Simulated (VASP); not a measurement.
The system is NiMoIrPdW.

```xyz
5
Lattice="4.1467 0.0000 0.0000 -2.0734 3.5911 0.0000 0.0000 0.0000 5.4163" Properties=species:S:1:pos:R:3 pbc="T T T"
Ni    0.0000    0.0000    0.1203
Mo    2.0734    1.1970    2.4913
Pd    0.0000    2.3941    4.0406
Ir    0.0000    2.3941    1.3888
W     2.0734    1.1970    5.4155
```

Base run:

| Property | Result |
| --- | --- |
| Program | VASP 6.6.1 |
| Functional | BLYP |
| Potentials or basis | VASP PAW PBE potentials, release 64 (Ni, Mo_sv, Pd, Ir, W_sv) |
| Cutoff | 520 eV |
| k mesh | 7 × 7 × 5 |
| Occupations | fermi-dirac, width 0.05 eV |
| Spin | collinear spin, ferromagnetic start |
| Starting moments | [1.0, 1.0, 0.0, 0.6, 0.0] μB |

Its results: pressure 10.7 GPa; net moment 0.00 μB per cell; largest force 0.374 eV/Å.

Question: The run is repeated on the same cell with these changes: functional from BLYP to PBEsol. What comes out?

Answer: Pressure -7.7 GPa; net moment 0.00 μB per cell; largest force 0.156 eV/Å.

PBEsol binds more tightly than BLYP, so the same cell stands under less pressure.

Caveats: the PAW data sets were made with another functional, which shifts forces and pressure a little.
